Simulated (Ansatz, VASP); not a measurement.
**One calculation of P5C, two programs**

```
P C
1.0
     4.35415    0.00000    0.00000
    -2.17707    3.77080    0.00000
     0.00000    0.00000    4.73225
P C
5 1
Direct
  0.66667 0.33333 0.74103
  0.00000 0.00000 0.00000
  0.66667 0.33333 0.25897
  0.33333 0.66667 0.25897
  0.33333 0.66667 0.74103
  0.00000 0.00000 0.50000
```

Change from the starting cell: species swapped into the BaSn5 type (P6/mmm, No. 191).

Alike in both runs: task relaxation of cell and atoms; functional PBE; k mesh 12 × 12 × 8; occupations gaussian, width 0.1 eV; no spin polarisation.

|  | VASP | Ansatz |
| --- | --- | --- |
| version | VASP 6.6.1 | Ansatz 0.2.0 |
| potentials or method | VASP PAW PBE potentials, release 64 (P, C), cutoff 600 eV | scalar-relativistic, plane waves, PAW |
| valence electrons in the cell | 29 | 29 |

|  | VASP | Ansatz | Ansatz less VASP |
| --- | --- | --- | --- |
| gap on the k mesh at the Fermi level, each at its own relaxed structure (eV) | none | none | - |
| relaxed volume (Å³/atom) | 12.83 | 12.85 | +0.028 |
| relaxed cell length with the largest relative difference (Å) | 4.799 | 4.803 | +0.0039 |

A gap of «none» marks a metal or a gap that the smearing closes.
